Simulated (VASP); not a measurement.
Set up this calculation in VASP 6.6.1, as the native input.

```yaml
Task: single point
Functional: PBE
Dispersion: D3(BJ)
Potentials_or_basis: VASP PAW PBE potentials, release 64 (O_h, C_h, H_h, Si)
Cutoff: 1000 eV
k_mesh: 1 × 1 × 1
Occupations: fermi-dirac, width 0.02 eV
Spin: no spin polarisation
Dipole_correction: no
Further_INCAR_settings: LREAL = Auto; ALGO = Normal; EDIFF = 1e-06; NBANDS = 49
```

The structure of SiH6CO lies in POSCAR:

```
SiH6CO
1.0
    8.4188350000      0.0000000000      0.0000000000
    0.0000000000      8.4188350000      0.0000000000
    0.0000000000      0.0000000000      8.4188350000
O C H Si
3 3 18 3
Direct
    0.3688039972      0.5626906811      0.0681685768
    0.7403518420      0.1749885821      0.8173458679
    0.6812819113      0.6781579637      0.9006234235
    0.3669747655      0.6872209753      0.1393898324
    0.7666025050      0.1410884047      0.6855461593
    0.7174270549      0.5392313782      0.8856332260
    0.2531466646      0.7421929519      0.1614237599
    0.4804584007      0.7386770260      0.1957871843
    0.8901825490      0.1389028292      0.6468472182
    0.6723851934      0.1059647802      0.5929205169
    0.8125352261      0.5080512921      0.8028307955
    0.6426067265      0.4459761950      0.9370773985
    0.2724605008      0.2280956926      0.5399678222
    0.0866747002     -0.0034921696      0.5580819674
    0.2892799301      0.0051432294      0.3518776648
    0.3604893076     -0.0619800721      0.6190523986
    0.9327537599      0.6296595669      0.2270504173
    0.6884444225      0.6862232126      0.3863361142
    0.8458533752      0.4681289038      0.4770137436
    0.9694096630      0.7398885950      0.5031931378
    1.0562031445     -0.0931126456      0.2144358453
    1.0225642859      0.1404469858      0.0301823233
    0.8634923953     -0.1267871386      0.0059034296
    0.8168232303      0.0619563158      0.2278224956
    0.2567101030      0.0493061095      0.5217230175
    0.8633379797      0.6498998971      0.3982855110
    0.9429927062     -0.0069843393      0.1050620424
```

The input as run:

INCAR

```
SYSTEM = SiH6CO
PREC = Accurate
ENCUT = 1000
EDIFF = 1E-6
ISMEAR = -1
SIGMA = 0.02
LREAL = Auto
LASPH = .TRUE.
NELM = 120
ALGO = Normal
ISIF = 2
LWAVE = .FALSE.
LCHARG = .FALSE.
GGA = PE
IVDW = 12
NBANDS = 49
GGA_COMPAT = .FALSE.
```

KPOINTS

```
regular mesh
0
G
  1 1 1
  0 0 0
```

Potentials or basis: VASP PAW PBE potentials, release 64 (O_h, C_h, H_h, Si).

The run is started by

```bash
$ cat potpaw_PBE.64/O_h/POTCAR potpaw_PBE.64/C_h/POTCAR potpaw_PBE.64/H_h/POTCAR potpaw_PBE.64/Si/POTCAR > POTCAR
$ mpirun -np 1 vasp_gam > vasp.out
```

It gave:

The pressure is -0.4 GPa. The largest force is 4.132 eV/Å and the dispersion energy per atom is -0.030 eV.

Caveat: the k points lie up to 0.75 Å⁻¹ apart; the atoms stand as in a frame of molecular dynamics.

It took 2.1 min on 1 thread of Intel(R) Xeon(R) Platinum 8488C (Sapphire Rapids), on a shared host, peak memory 1.3 GiB.
